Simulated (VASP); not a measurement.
Crystal: PbO2.

```
Pb O
1.0
     0.00000    2.68386    2.68386
     2.68386    0.00000    2.68386
     2.68386    2.68386    0.00000
Pb O
1 2
Direct
  0.00000 0.00000 0.00000
  0.75000 0.75000 0.75000
  0.25000 0.25000 0.25000
```

Base run:

```yaml
Program: VASP 6.6.1
Functional: LDA
Potentials_or_basis: VASP PAW LDA potentials, release 64 (Pb_d, O)
Cutoff: 520 eV
k_mesh: 9 × 9 × 9
Occupations: fermi-dirac, width 0.05 eV
Spin: no spin polarisation
```

Its results: band gap on the k mesh zero (band 13 reaches 5.55 eV, above the bottom of band 14 at 4.34 eV); pressure -7.2 GPa.

The run is repeated on the same cell with these changes: functional from LDA to r2SCAN; potentials or basis from VASP PAW LDA potentials, release 64 (Pb_d, O) to VASP PAW PBE potentials, release 64 (Pb_d, O). What comes out?

Band gap on the k mesh zero (band 13 reaches 5.49 eV, above the bottom of band 14 at 4.27 eV); pressure -3.0 GPa.

Caveats: spin-orbit coupling is left out, which moves the levels of the heavy elements; the PAW data sets were made with another functional, which shifts forces and pressure a little (some runs).
